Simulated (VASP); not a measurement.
# Ru (Im-3m) in VASP: notebook

The runs below take Ru through single point, relaxation of cell and atoms, with LDA.

Everything below comes from runs of VASP 6.6.1. Logs are shortened: lines on timing, memory, paths and dates and some standing lists are left out, and cuts for length are marked.

**1. The cell of the first run**

It takes space group Im-3m (No. 229, cubic). Conventional cell: a = 2.540 Å, b = 2.540 Å, c = 2.540 Å, α = 90.00°, β = 90.00°, γ = 90.00°. Within 2.9 Å of Ru (site symmetry m-3m) lie 14 Ru at 2.20 to 2.54 Å.

**2. Single point, LDA**

INCAR

```
  PREC = Accurate
  ENCUT = 520
  EDIFF = 1E-6
  ISMEAR = -1
  SIGMA = 0.1
  LREAL = False
  LASPH = True
  NELM = 80
  ALGO = Normal
  ISIF = 2
  LWAVE = False
  LCHARG = False
  GGA = CA
  NBANDS = 13
```

KPOINTS

```
Automatic mesh
0
Gamma
  21 21 21
```

POSCAR

```
Ru
1.0
   -1.2701156312      1.2701156312      1.2701156312
    1.2701156312     -1.2701156312      1.2701156312
    1.2701156312      1.2701156312     -1.2701156312
Ru
1
Direct
    0.0000000000      0.0000000000      0.0000000000
```

Potentials or basis: VASP PAW LDA potentials, release 64 (Ru_pv).

The run is started by

```console
$ cat potpaw_LDA.64/Ru_pv/POTCAR > POTCAR
$ mpirun -np 1 vasp_std > vasp.out
```

OUTCAR:

```text
PREC = Accurate
   ENCUT = 520
   EDIFF = 1E-6
   ISMEAR = -1
   LREAL = False
   LASPH = True
   NELM = 80
   ISIF = 2
   GGA = CA

 ion  position               nearest neighbor table
   1  0.000  0.000  0.000-

  LATTYP: Found a body centered cubic cell.
 ALAT       =     2.5402312624

  Lattice vectors:

 A1 = (  -1.2701156312,   1.2701156312,   1.2701156312)
 A2 = (   1.2701156312,  -1.2701156312,   1.2701156312)
 A3 = (   1.2701156312,   1.2701156312,  -1.2701156312)

Analysis of symmetry for initial positions (statically):
=====================================================================
 Subroutine PRICEL returns:
 Original cell was already a primitive cell.

 Routine SETGRP: Setting up the symmetry group for a
 body centered cubic supercell.

 Subroutine GETGRP returns: Found 48 space group operations
 (whereof 48 operations were pure point group operations)
 out of a pool of 48 trial point group operations.

The static configuration has the point symmetry O_h .

Analysis of symmetry for dynamics (positions and initial velocities):
=====================================================================
 Subroutine PRICEL returns:
 Original cell was already a primitive cell.

 Routine SETGRP: Setting up the symmetry group for a
 body centered cubic supercell.

 Subroutine GETGRP returns: Found 48 space group operations
 (whereof 48 operations were pure point group operations)
 out of a pool of 48 trial point group operations.

The dynamic configuration has the point symmetry O_h .

 Subroutine INISYM returns: Found 48 space group operations
 (whereof 48 operations are pure point group operations),
 and found     1 'primitive' translations

----------------------------------------------------------------------------------------

                                     Primitive cell

  volume of cell :       8.1958

  direct lattice vectors                    reciprocal lattice vectors
    -1.270115631  1.270115631  1.270115631     0.000000000  0.393664945  0.393664945
     1.270115631 -1.270115631  1.270115631     0.393664945  0.000000000  0.393664945
     1.270115631  1.270115631 -1.270115631     0.393664945  0.393664945  0.000000000

  length of vectors
     2.199904805  2.199904805  2.199904805     0.556726304  0.556726304  0.556726304

  position of ions in fractional coordinates (direct lattice)
     0.000000000  0.000000000  0.000000000

  ion indices of the primitive-cell ions
   primitive index   ion index
                 1           1

----------------------------------------------------------------------------------------

 KPOINTS: Automatic mesh

Automatic generation of k-mesh.
 Grid dimensions read from file:
 generate k-points for:   21   21   21

 Generating k-lattice:

  Cartesian coordinates                     Fractional coordinates (reciprocal lattice)
     0.000000000  0.018745950  0.018745950     0.047619048  0.000000000  0.000000000
     0.018745950  0.000000000  0.018745950     0.000000000  0.047619048  0.000000000
     0.018745950  0.018745950  0.000000000     0.000000000  0.000000000  0.047619048

  Length of vectors
     0.026510776  0.026510776  0.026510776

  Shift w.r.t. Gamma in fractional coordinates (k-lattice)
     0.000000000  0.000000000  0.000000000

 Subroutine IBZKPT returns following result:
 ===========================================

 Found    286 irreducible k-points:

 Following reciprocal coordinates:
            Coordinates               Weight
  0.000000  0.000000  0.000000      1.000000
  0.047619  0.000000  0.000000     12.000000
  0.095238  0.000000  0.000000     12.000000
  0.142857  0.000000  0.000000     12.000000
  0.190476  0.000000  0.000000     12.000000
  0.238095  0.000000  0.000000     12.000000
[... 16 lines left out ...]
  0.142857  0.095238  0.000000     48.000000
  0.190476  0.095238  0.000000     48.000000
 [... further k-points ...]
   k-points           NKPTS =    286   k-points in BZ     NKDIM =    286   number of bands    NBANDS=     13
   number of dos      NEDOS =    301   number of ions     NIONS =      1
   total plane-waves  NPLWV =   4096
   dimension x,y,z NGX =    16 NGY =   16 NGZ =   16
   dimension x,y,z NGXF=    32 NGYF=   32 NGZF=   32
   ions per type =               1
   NGX,Y,Z   is equivalent  to a cutoff of  12.09, 12.09, 12.09 a.u.
   NGXF,Y,Z  is equivalent  to a cutoff of  24.18, 24.18, 24.18 a.u.
 SYSTEM =  unknown system
   PREC   = accura    normal or accurate (medium, high low for compatibility)
   ISTART =      0    job   : 0-new  1-cont  2-samecut
   ICHARG =      2    charge: 1-file 2-atom 10-const
   ISPIN  =      1    spin polarized calculation?
   LNONCOLLINEAR =      F non collinear calculations
   LSORBIT =      F    spin-orbit coupling
   LASPH  =      T    aspherical Exc in radial PAW
   ENCUT  =  520.0 eV  38.22 Ry    6.18 a.u.   4.09  4.09  4.09*2*pi/ulx,y,z
   NELM   =     80;   NELMIN=  2; NELMDL= -5     # of ELM steps
   EDIFF  = 0.1E-05   stopping-criterion for ELM
   LREAL  =      F    real-space projection
   EDIFFG = 0.1E-04   stopping-criterion for IOM
   NSW    =      0    number of steps for IOM
   IBRION =     -1    ionic relax: 0-MD 1-quasi-New 2-CG
   NFREE  =      0    steps in history (QN), initial steepest desc. (CG)
   ISIF   =      2    stress and relaxation
   ISYM   =      2    0-nonsym 1-usesym 2-fastsym
   POTIM  = 0.5000    time-step for ionic-motion
   TEBEG  =    0.0;   TEEND  =   0.0 temperature during run
   PSTRESS=    0.0 pullay stress
   NELECT =      14.0000    total number of electrons
   NUPDOWN=      -1.0000    fix difference up-down
   EMIN   =  10.00;   EMAX   =-10.00  energy-range for DOS
   EFERMI =   0.00;   METHOD = LEGACY
   ISMEAR =    -1;   SIGMA  =   0.10  broadening in eV -4-tet -1-fermi 0-gaus
   EFERMI_NEDOS =   21; number of points for ismear=-14 and -15
   IALGO  =     38    algorithm
   IMIX   =      4    mixing-type and parameters
     AMIX     =   0.40;   BMIX     =  1.00
     AMIX_MAG =   1.60;   BMIX_MAG =  1.00
  volume/ion in A,a.u.               =       8.20        55.31
  Fermi-wavevector in a.u.,A,eV,Ry     =   1.956985  3.698166 52.107481  3.829792
  Thomas-Fermi vector in A             =   2.982962
   LORBIT       =      0    0 simple, 1 ext, 2 COOP (PROOUT), +10 PAW based schemes
   GGA     = CA    functional components
   LHFCALC =     F    Hartree Fock is set to
   AEXX    =    0.0000 exact exchange contribution
   IVDW    =     0    specifies the selected vdW correction
   LEPSILON=     F    determine dielectric tensor
   LRPA    =     F    only Hartree local field effects (RPA)
 non-spin polarized calculation
  energy-cutoff  :      520.00
  volume of cell :        8.20
 maximum number of plane-waves:       236
   NGX =  9   NGY =  9   NGZ =  9

 number of electron      13.9999993 magnetization

 Free energy of the ion-electron system (eV)
  ---------------------------------------------------
  ext. energy  EPLUGINS =         0.00000000
  ---------------------------------------------------
  free energy    TOTEN  =        -4.51833466 eV

  energy without entropy =       -4.48921604  energy(sigma->0) =       -4.50377535

 E-fermi :  24.6267     XC(G=0): -17.6785

 val. band max:       24.6246030412   @ k =   0.1905   0.0952   0.0476
 cond. band min:      24.6399019639   @ k =   0.3810   0.1429   0.0476
 fundamental gap:      0.0152989227
 Fermi energy:        24.6267141843

 k-point     1 :       0.0000    0.0000    0.0000
  band No.  band energies     occupation
      1     -17.6766      2.00000
      2     -17.6766      2.00000
      3     -17.6766      2.00000
      4      14.1566      2.00000
      5      18.7158      2.00000
      6      18.7158      2.00000
      7      18.7158      2.00000
      8      24.0916      1.99056
      9      24.0916      1.99056
     10      34.4104      0.00000
     11      40.8105      0.00000
     12      40.8105      0.00000
     13      40.8105      0.00000

 k-point     2 :       0.0476    0.0000    0.0000
  band No.  band energies     occupation
      1     -17.8055      2.00000
      2     -17.7136      2.00000
      3     -17.6788      2.00000
      4      14.3439      2.00000
      5      18.6038      2.00000
      6      18.7082      2.00000
      7      18.8975      2.00000
      8      23.8980      1.99863
      9      24.0886      1.99084
     10      34.4105      0.00000
     11      40.9745      0.00000
     12      41.1141      0.00000
     13      41.2936      0.00000

 k-point     3 :       0.0952    0.0000    0.0000
  band No.  band energies     occupation
      1     -18.1746      2.00000
      2     -17.8206      2.00000
      3     -17.6851      2.00000
      4      14.8452      2.00000
      5      18.2895      2.00000
      6      18.6947      2.00000
      7      19.4348      2.00000
      8      23.4562      1.99998
      9      24.0880      1.99089
     10      34.4103      0.00000
     11      41.4229      0.00000
     12      42.0023      0.00000
     13      42.5967      0.00000

 k-point     4 :       0.1429    0.0000    0.0000
  band No.  band energies     occupation
      1     -18.7354      2.00000
      2     -17.9855      2.00000
      3     -17.6951      2.00000
      4      15.4244      2.00000
      5      17.8280      2.00000
      6      18.7888      2.00000
      7      20.3081      2.00000
      8      23.0583      2.00000
      9      24.1113      1.98852
     10      34.4102      0.00000
     11      42.0091      0.00000
     12      43.4178      0.00000
     13      44.3562      0.00000

 k-point     5 :       0.1905    0.0000    0.0000
  band No.  band energies     occupation
      1     -19.4216      2.00000
      2     -18.1907      2.00000
      3     -17.7081      2.00000
      4      15.6167      2.00000
      5      17.2863      2.00000
      6      19.3512      2.00000
      7      21.4845      2.00000
      8      22.9255      2.00000
      9      24.1836      1.97648
     10      34.4100      0.00000
     11      42.4420      0.00000
     12      45.2892      0.00000
     13      46.0524      0.00000

 k-point     6 :       0.2381    0.0000    0.0000
  band No.  band energies     occupation
      1     -20.1617      2.00000
      2     -18.4157      2.00000
      3     -17.7230      2.00000
      4      15.2408      2.00000
      5      16.7268      2.00000
      6      20.5355      2.00000
      7      22.9184      2.00000
      8      23.1137      2.00000
      9      24.3243      1.90734
     10      34.4097      0.00000
     11      42.3375      0.00000
     12      47.0282      0.00000
     13      47.5465      0.00000

 k-point     7 :       0.2857    0.0000    0.0000
  band No.  band energies     occupation
      1     -20.8880      2.00000
      2     -18.6394      2.00000
      3     -17.7385      2.00000
      4      14.5966      2.00000
      5      16.1998      2.00000
      6      21.9819      2.00000
      7      23.6315      1.99990
      8      24.5392      1.41156
      9      24.5463      1.38179
     10      34.4094      0.00000
     11      41.5690      0.00000
     12      46.9603      0.00000
     13      50.1271      0.00000
[... 193 lines left out ...]
 k-point    20 :       0.4286    0.0476    0.0000
  band No.  band energies     occupation
      1     -22.5400      2.00000
      2     -19.2061      2.00000
      3     -17.8274      2.00000
      4      12.9800      2.00000
      5      15.1180      2.00000
      6      24.2712      1.94446
      7      25.1022      0.01708
      8      27.5507      0.00000
      9      30.5539      0.00000
     10      34.4074      0.00000
     11      38.3352      0.00000
     12      44.6444      0.00000
     13      50.6637      0.00000

 k-point    21 :       0.4762    0.0476    0.0000
  band No.  band energies     occupation
      1     -22.6354      2.00000
      2     -19.2384      2.00000
      3     -17.8300      2.00000
      4      12.8770      2.00000
      5      15.0556      2.00000
      6      24.4864      1.60536
      7      25.0819      0.02088
      8      27.9303      0.00000
      9      30.9878      0.00000
     10      34.4071      0.00000
     11      38.0903      0.00000
     12      44.4884      0.00000
     13      50.0932      0.00000

 k-point    22 :       0.0952    0.0952    0.0000
  band No.  band energies     occupation
      1     -19.0282      2.00000
      2     -17.9928      2.00000
      3     -17.8052      2.00000
      4      15.8187      2.00000
      5      17.9431      2.00000
      6      18.0887      2.00000
      7      21.1587      2.00000
      8      22.6794      2.00000
      9      24.3790      1.84512
     10      34.4102      0.00000
     11      42.3921      0.00000
     12      44.2315      0.00000
     13      45.0046      0.00000

 k-point    23 :       0.1429    0.0952    0.0000
  band No.  band energies     occupation
      1     -19.6397      2.00000
      2     -18.1971      2.00000
      3     -17.8484      2.00000
      4      16.0410      2.00000
      5      17.4653      2.00000
      6      18.3302      2.00000
      7      22.4321      2.00000
      8      22.6130      2.00000
      9      24.6415      0.92611
     10      34.4100      0.00000
     11      43.0901      0.00000
     12      45.2387      0.00000
     13      46.5136      0.00000

 k-point    24 :       0.1905    0.0952    0.0000
  band No.  band energies     occupation
      1     -20.2965      2.00000
      2     -18.4498      2.00000
      3     -17.8766      2.00000
      4      15.6784      2.00000
      5      16.8849      2.00000
      6      19.3093      2.00000
      7      22.5446      2.00000
      8      24.2071      1.97035
      9      24.9892      0.05192
     10      34.4097      0.00000
     11      43.1465      0.00000
     12      46.0899      0.00000
     13      47.7519      0.00000

 [... further k-points ...]
[... 5 lines left out ...]
  --------------------------------------------------------------------------------------
  -------------------------------------------------------------------------------------
  Total       26.7720138     26.7720138     26.7720138     -0.0000000      0.0000000      0.0000000
  in kB     5233.6159303   5233.6159303   5233.6159303     -0.0000000      0.0000000      0.0000000
  external PRESSURE =    5233.6159303 kB  Pullay stress =       0.0000000 kB

 VOLUME and BASIS-vectors are now :
 -----------------------------------------------------------------------------
  energy-cutoff  :      520.00
  volume of cell :        8.20
      direct lattice vectors                 reciprocal lattice vectors
    -1.270115631  1.270115631  1.270115631     0.000000000  0.393664945  0.393664945
     1.270115631 -1.270115631  1.270115631     0.393664945  0.000000000  0.393664945
     1.270115631  1.270115631 -1.270115631     0.393664945  0.393664945  0.000000000

 POSITION                                       TOTAL-FORCE (eV/Angst)
 -----------------------------------------------------------------------------------
      0.00000      0.00000      0.00000         0.000000     -0.000000      0.000000
 -----------------------------------------------------------------------------------
    total drift:                                0.000000      0.000000     -0.000000

  FREE ENERGIE OF THE ION-ELECTRON SYSTEM (eV)
  ---------------------------------------------------
  free  energy   TOTEN  =        -4.5183346620 eV

  energy  without entropy=       -4.4892160372  energy(sigma->0) =       -4.50377535
```

It took 8.5 s on 1 thread of Intel Xeon 6975P-C (Granite Rapids), shared host; peak memory 0.13 GiB.

Results:

```
Free energy            : -4.5183 eV
Pressure               : 523.4 GPa
Band gap on the k mesh : zero (band 7 reaches 28.56 eV, above the bottom of band 8 at 20.13 eV)
```

(Part 1 of 2 ends here.)
